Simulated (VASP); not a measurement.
# Ta4N (P6/mmm) in VASP: single point with PBE

Aim: the single point of Ta4N with PBE.

Everything below comes from runs of VASP 6.6.1. Logs are shortened: lines on timing, memory, paths and dates and some standing lists are left out, and cuts for length are marked.

**1. The cell of the first run**

The structure is hexagonal, space group P6/mmm (No. 191). The conventional cell has a = 5.258 Å, b = 5.258 Å, c = 3.876 Å, α = 90.00°, β = 90.00°, γ = 120.00°. Within 3.5 Å of Ta (site symmetry mmm) lie 2 N at 2.63 Å and 8 Ta at 2.63 to 3.27 Å. Ta (site symmetry 6/mmm) has 2 N at 1.94 Å within 2.6 Å. Within 2.7 Å of N (site symmetry 6/mmm) lie 8 Ta at 1.94 to 2.63 Å.

**2. Single point, PBE**

The input, POSCAR:

```
Ta4N
1.0
    5.2577145932      0.0000000000      0.0000000000
   -2.6288572966      4.5533144036      0.0000000000
    0.0000000000      0.0000000000      3.8755300671
Ta N
4 1
Direct
    0.5000000000      0.0000000000      0.0000000000
    0.0000000000      0.5000000000      0.0000000000
    0.5000000000      0.5000000000      0.0000000000
    0.0000000000      0.0000000000      0.5000000000
    0.0000000000      0.0000000000      0.0000000000
```

The input, INCAR.step1:

```
SYSTEM = Ta4N
PREC = Accurate
ENCUT = 520
EDIFF = 1E-6
ISMEAR = 0
SIGMA = 0.1
LREAL = .FALSE.
LASPH = .TRUE.
NELM = 120
ALGO = Normal
ISIF = 2
LWAVE = .FALSE.
LCHARG = .TRUE.
LMAXMIX = 4
GGA = PE
NBANDS = 36
GGA_COMPAT = .FALSE.
NEDOS = 2001
LORBIT = 11
```

The input, KPOINTS.step1:

```
regular mesh
0
G
  12 12 10
  0 0 0
```

The input, INCAR.step2:

```
SYSTEM = Ta4N
PREC = Accurate
ENCUT = 520
EDIFF = 1E-6
ISMEAR = -5
SIGMA = 0.1
LREAL = .FALSE.
LASPH = .TRUE.
NELM = 120
ALGO = Normal
ISIF = 2
LWAVE = .FALSE.
LCHARG = .FALSE.
LMAXMIX = 4
GGA = PE
LORBIT = 11
NEDOS = 2001
ICHARG = 11
GGA_COMPAT = .FALSE.
```

The input, KPOINTS.step2:

```
regular mesh
0
G
  18 18 15
  0 0 0
```

Potentials or basis: VASP PAW PBE potentials, release 64 (Ta_sv_GW, N).

Run with:

```console
$ cat potpaw_PBE.64/Ta_sv_GW/POTCAR potpaw_PBE.64/N/POTCAR > POTCAR
$ cp INCAR.step1 INCAR
$ cp KPOINTS.step1 KPOINTS
$ mpirun -np 1 vasp_std > vasp.out
$ cp INCAR.step2 INCAR
$ cp KPOINTS.step2 KPOINTS
$ mpirun -np 1 vasp_std > vasp.out
```

OUTCAR:

```text
SYSTEM = Ta4N
   PREC = Accurate
   ENCUT = 520
   EDIFF = 1E-6
   ISMEAR = -5
   LREAL = .FALSE.
   LASPH = .TRUE.
   NELM = 120
   ISIF = 2
   GGA = PE
   LORBIT = 11
   ICHARG = 11

 ion  position               nearest neighbor table
   1  0.500  0.000  0.000-   2 2.63   3 2.63   3 2.63   2 2.63   4 3.27   4 3.27   4 3.27   4 3.27

   2  0.000  0.500  0.000-   3 2.63   3 2.63   1 2.63   1 2.63   4 3.27   4 3.27   4 3.27   4 3.27

   3  0.500  0.500  0.000-   2 2.63   2 2.63   1 2.63   1 2.63   4 3.27   4 3.27   4 3.27   4 3.27

   4  0.000  0.000  0.500-   5 1.94   5 1.94   1 3.27   1 3.27   1 3.27   1 3.27   3 3.27   2 3.27
                             2 3.27   2 3.27   3 3.27   2 3.27   3 3.27   3 3.27
   5  0.000  0.000  0.000-   4 1.94   4 1.94

  LATTYP: Found a hexagonal cell.
 ALAT       =     5.2577145932
 C/A-ratio  =     0.7371130552

  Lattice vectors:

 A1 = (   5.2577145932,   0.0000000000,   0.0000000000)
 A2 = (  -2.6288572966,   4.5533144036,   0.0000000000)
 A3 = (   0.0000000000,   0.0000000000,   3.8755300671)

Analysis of symmetry for initial positions (statically):
=====================================================================
 Subroutine PRICEL returns:
 Original cell was already a primitive cell.

 Routine SETGRP: Setting up the symmetry group for a
 hexagonal supercell.

 Subroutine GETGRP returns: Found 24 space group operations
 (whereof 24 operations were pure point group operations)
 out of a pool of 24 trial point group operations.

The static configuration has the point symmetry D_6h.

Analysis of symmetry for dynamics (positions and initial velocities):
=====================================================================
 Subroutine PRICEL returns:
 Original cell was already a primitive cell.

 Routine SETGRP: Setting up the symmetry group for a
 hexagonal supercell.

 Subroutine GETGRP returns: Found 24 space group operations
 (whereof 24 operations were pure point group operations)
 out of a pool of 24 trial point group operations.

The dynamic configuration has the point symmetry D_6h.

 Subroutine INISYM returns: Found 24 space group operations
 (whereof 24 operations are pure point group operations),
 and found     1 'primitive' translations

----------------------------------------------------------------------------------------

                                     Primitive cell

  volume of cell :      92.7803

  direct lattice vectors                    reciprocal lattice vectors
     5.257714593  0.000000000  0.000000000     0.190196707  0.109810120  0.000000000
    -2.628857297  4.553314404  0.000000000     0.000000000  0.219620240  0.000000000
     0.000000000  0.000000000  3.875530067     0.000000000  0.000000000  0.258029220

  length of vectors
     5.257714593  5.257714593  3.875530067     0.219620240  0.219620240  0.258029220

  position of ions in fractional coordinates (direct lattice)
     0.500000000  0.000000000  0.000000000
     1.000000000  0.500000000  0.000000000
     0.500000000  0.500000000  0.000000000
     0.000000000  0.000000000  0.500000000
     0.000000000  0.000000000  0.000000000

  ion indices of the primitive-cell ions
   primitive index   ion index
                 1           1
                 2           2
                 3           3
                 4           4
                 5           5

----------------------------------------------------------------------------------------

 KPOINTS: regular mesh

Automatic generation of k-mesh.
 Grid dimensions read from file:
 generate k-points for:   18   18   15

 Generating k-lattice:

  Cartesian coordinates                     Fractional coordinates (reciprocal lattice)
     0.010566484  0.006100562  0.000000000     0.055555556 -0.000000000  0.000000000
     0.000000000  0.012201124  0.000000000     0.000000000  0.055555556  0.000000000
     0.000000000  0.000000000  0.017201948     0.000000000  0.000000000  0.066666667

  Length of vectors
     0.012201124  0.012201124  0.017201948

  Shift w.r.t. Gamma in fractional coordinates (k-lattice)
     0.000000000  0.000000000  0.000000000

 TETIRR: Found   4782 inequivalent tetrahedra from    29160

 Subroutine IBZKPT returns following result:
 ===========================================

 Found    296 irreducible k-points:

 Following reciprocal coordinates:
            Coordinates               Weight
  0.000000  0.000000  0.000000      1.000000
  0.055556  0.000000  0.000000      6.000000
  0.111111  0.000000  0.000000      6.000000
  0.166667 -0.000000  0.000000      6.000000
  0.222222 -0.000000  0.000000      6.000000
  0.277778 -0.000000  0.000000      6.000000
[... 16 lines left out ...]
  0.333333  0.111111  0.000000     12.000000
  0.388889  0.111111  0.000000     12.000000
 [... further k-points ...]
   k-points           NKPTS =    296   k-points in BZ     NKDIM =    296   number of bands    NBANDS=     34
   number of dos      NEDOS =   2001   number of ions     NIONS =      5
   total plane-waves  NPLWV =  48000
   dimension x,y,z NGX =    40 NGY =   40 NGZ =   30
   dimension x,y,z NGXF=    80 NGYF=   80 NGZF=   60
   ions per type =               4   1
   NGX,Y,Z   is equivalent  to a cutoff of  12.65, 12.65, 12.87 a.u.
   NGXF,Y,Z  is equivalent  to a cutoff of  25.30, 25.30, 25.74 a.u.
 SYSTEM =  Ta4N
   PREC   = accura    normal or accurate (medium, high low for compatibility)
   ISTART =      0    job   : 0-new  1-cont  2-samecut
   ICHARG =     11    charge: 1-file 2-atom 10-const
   ISPIN  =      1    spin polarized calculation?
   LNONCOLLINEAR =      F non collinear calculations
   LSORBIT =      F    spin-orbit coupling
   LASPH  =      T    aspherical Exc in radial PAW
   ENCUT  =  520.0 eV  38.22 Ry    6.18 a.u.   9.78  9.78  7.21*2*pi/ulx,y,z
   NELM   =    120;   NELMIN=  2; NELMDL=  0     # of ELM steps
   EDIFF  = 0.1E-05   stopping-criterion for ELM
   LREAL  =      F    real-space projection
   EDIFFG = 0.1E-04   stopping-criterion for IOM
   NSW    =      0    number of steps for IOM
   IBRION =     -1    ionic relax: 0-MD 1-quasi-New 2-CG
   NFREE  =      0    steps in history (QN), initial steepest desc. (CG)
   ISIF   =      2    stress and relaxation
   ISYM   =      2    0-nonsym 1-usesym 2-fastsym
   POTIM  = 0.5000    time-step for ionic-motion
   TEBEG  =    0.0;   TEEND  =   0.0 temperature during run
   PSTRESS=    0.0 pullay stress
   NELECT =      57.0000    total number of electrons
   NUPDOWN=      -1.0000    fix difference up-down
   EMIN   =  10.00;   EMAX   =-10.00  energy-range for DOS
   EFERMI =   0.00;   METHOD = LEGACY
   ISMEAR =    -5;   SIGMA  =   0.10  broadening in eV -4-tet -1-fermi 0-gaus
   EFERMI_NEDOS =   21; number of points for ismear=-14 and -15
   IALGO  =     38    algorithm
   IMIX   =      4    mixing-type and parameters
     AMIX     =   0.40;   BMIX     =  1.00
     AMIX_MAG =   1.60;   BMIX_MAG =  1.00
  volume/ion in A,a.u.               =      18.56       125.22
  Fermi-wavevector in a.u.,A,eV,Ry     =   1.391707  2.629945 26.352428  1.936849
  Thomas-Fermi vector in A             =   2.515520
   LORBIT       =     11    0 simple, 1 ext, 2 COOP (PROOUT), +10 PAW based schemes
   GGA     = PE    functional components
   LHFCALC =     F    Hartree Fock is set to
   AEXX    =    0.0000 exact exchange contribution
   IVDW    =     0    specifies the selected vdW correction
   LEPSILON=     F    determine dielectric tensor
   LRPA    =     F    only Hartree local field effects (RPA)
 non-spin polarized calculation
 Fermi weights with tetrahedron method with Bloechl corrections
  energy-cutoff  :      520.00
  volume of cell :       92.78
 maximum number of plane-waves:      2523
 NGX is ok and might be reduce to    40

 number of electron      56.9999987 magnetization

 Free energy of the ion-electron system (eV)
  ---------------------------------------------------
  ext. energy  EPLUGINS =         0.00000000
  ---------------------------------------------------
  free energy    TOTEN  =       -61.70621761 eV

  energy without entropy =      -61.70621761  energy(sigma->0) =      -61.70621761

 E-fermi :   8.6319     XC(G=0): -11.9051

 val. band max:        8.6997806981   @ k =   0.3333   0.2778   0.0000
 cond. band min:       8.6004837159   @ k =   0.3333   0.2222   0.2000
 fundamental gap:     -0.0992969822
 Fermi energy:         8.6318772296

 k-point     1 :       0.0000    0.0000    0.0000
  band No.  band energies     occupation
      1     -59.3936      2.00000
      2     -59.3458      2.00000
      3     -59.1823      2.00000
      4     -59.1823      2.00000
      5     -26.9693      2.00000
      6     -26.3940      2.00000
[... 26 lines left out ...]
     33      11.2952      0.00000
     34      11.9987      0.00000

 k-point     2 :       0.0556    0.0000    0.0000
  band No.  band energies     occupation
      1     -59.3922      2.00000
      2     -59.3457      2.00000
      3     -59.1837      2.00000
      4     -59.1823      2.00000
      5     -26.9580      2.00000
      6     -26.3914      2.00000
[... 26 lines left out ...]
     33      11.3577      0.00000
     34      11.9386      0.00000
[... 775 lines left out ...]
     33       9.8811      0.00000
     34      10.0306      0.00000

 k-point    24 :       0.3889    0.1111    0.0000
  band No.  band energies     occupation
      1     -59.3524      2.00000
      2     -59.3196      2.00000
      3     -59.2511      2.00000
      4     -59.1821      2.00000
      5     -26.5424      2.00000
      6     -26.0983      2.00000
[... 26 lines left out ...]
     33       9.6992      0.00000
     34       9.7420      0.00000

 [... further k-points ...]

------------------------ aborting loop because EDIFF is reached ----------------------------------------

  FORCE on cell =-STRESS in cart. coord.  units (eV):
  Direction    XX          YY          ZZ          XY          YZ          ZX
  --------------------------------------------------------------------------------------
  -------------------------------------------------------------------------------------
  Total       -0.6011031     -0.6011031      0.5903810      0.0000000     -0.0000000      0.0000000
  in kB      -10.3801537    -10.3801537     10.1949990      0.0000000     -0.0000000      0.0000000
  external PRESSURE =      -3.5217695 kB  Pullay stress =       0.0000000 kB

 VOLUME and BASIS-vectors are now :
 -----------------------------------------------------------------------------
  energy-cutoff  :      520.00
  volume of cell :       92.78
      direct lattice vectors                 reciprocal lattice vectors
     5.257714593  0.000000000  0.000000000     0.190196707  0.109810120  0.000000000
    -2.628857297  4.553314404  0.000000000     0.000000000  0.219620240  0.000000000
     0.000000000  0.000000000  3.875530067     0.000000000  0.000000000  0.258029220

 POSITION                                       TOTAL-FORCE (eV/Angst)
 -----------------------------------------------------------------------------------
      2.62886      0.00000      0.00000         0.000000      0.000000      0.000000
     -1.31443      2.27666      0.00000         0.000000      0.000000      0.000000
      1.31443      2.27666      0.00000        -0.000000      0.000000      0.000000
      0.00000      0.00000      1.93777         0.000000      0.000000      0.000000
      0.00000      0.00000      0.00000         0.000000      0.000000      0.000000
 -----------------------------------------------------------------------------------
    total drift:                               -0.000000      0.000000     -0.000000

  FREE ENERGIE OF THE ION-ELECTRON SYSTEM (eV)
  ---------------------------------------------------
  free  energy   TOTEN  =       -61.7062176063 eV

  energy  without entropy=      -61.7062176063  energy(sigma->0) =      -61.70621761

 total charge

# of ion       s       p       d       f       tot
--------------------------------------------------
    1        3.500   5.989   2.478   0.035  12.002
    2        3.500   5.989   2.478   0.035  12.002
    3        3.500   5.989   2.478   0.035  12.002
    4        3.328   6.061   2.285   0.091  11.764
    5        1.281   2.436   0.000   0.000   3.717
--------------------------------------------------
tot         15.109  26.464   9.720   0.195  51.489
```

It took 9.4 min on 1 thread of Intel Xeon 6975P-C (Granite Rapids), shared host; peak memory 0.79 GiB.

Results:

```yaml
Valence_electrons_inside_the_program's_atomic_spheres: Ta 12.00, 11.76 (each value once); N 3.72
```

Caveat: spin-orbit coupling is left out, which moves the levels of the heavy elements.
